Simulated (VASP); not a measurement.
Write the native input for VASP 6.6.1 that does the following.

| Property | Result |
| --- | --- |
| Task | single point |
| Functional | PBE |
| Potentials or basis | VASP PAW PBE potentials, release 64 (As) |
| Cutoff | 520 eV |
| k mesh | 9 × 9 × 1 |
| Occupations | gaussian, width 0.02 eV |
| Spin | no spin polarisation |
| Dipole correction | yes |
| Further INCAR settings | ALGO = Normal; EDIFF = 1e-07; NBANDS = 12 |

The structure of As lies in POSCAR:

```
As
1.0
    3.7280000000      0.0000000000      0.0000000000
   -1.8640000000      3.2285427053      0.0000000000
    0.0000000000      0.0000000000     28.0000000000
As
2
Direct
    0.3333333333      0.6666666667      0.5372500000
    0.6666666667      0.3333333333      0.4627500000
```

One way to write it, as run:

INCAR

```
SYSTEM = As
PREC = Accurate
ENCUT = 520
EDIFF = 1E-7
ISMEAR = 0
SIGMA = 0.02
LREAL = .FALSE.
LASPH = .TRUE.
NELM = 60
ALGO = Normal
ISIF = 2
LWAVE = .FALSE.
LCHARG = .FALSE.
LDIPOL = .TRUE.
IDIPOL = 3
DIPOL = 0.5 0.5 0.500
GGA = PE
NBANDS = 12
```

KPOINTS

```
Automatic mesh
0
G
  9 9 1
  0 0 0
```

Potentials or basis: VASP PAW PBE potentials, release 64 (As).

Run with:

```sh
$ cat potpaw_PBE.64/As/POTCAR > POTCAR
$ mpirun -np 1 vasp_std > vasp.out
```

Results of the run:

```
Largest force          : 3.693 eV/Å
Band gap on the k mesh : zero (band 5 reaches -2.30 eV, above the bottom of band 6 at -3.23 eV)
```

Wall time 48 s on 1 thread of Intel(R) Xeon(R) 6975P-C (Granite Rapids), with other jobs on the host, peak memory 0.39 GiB.
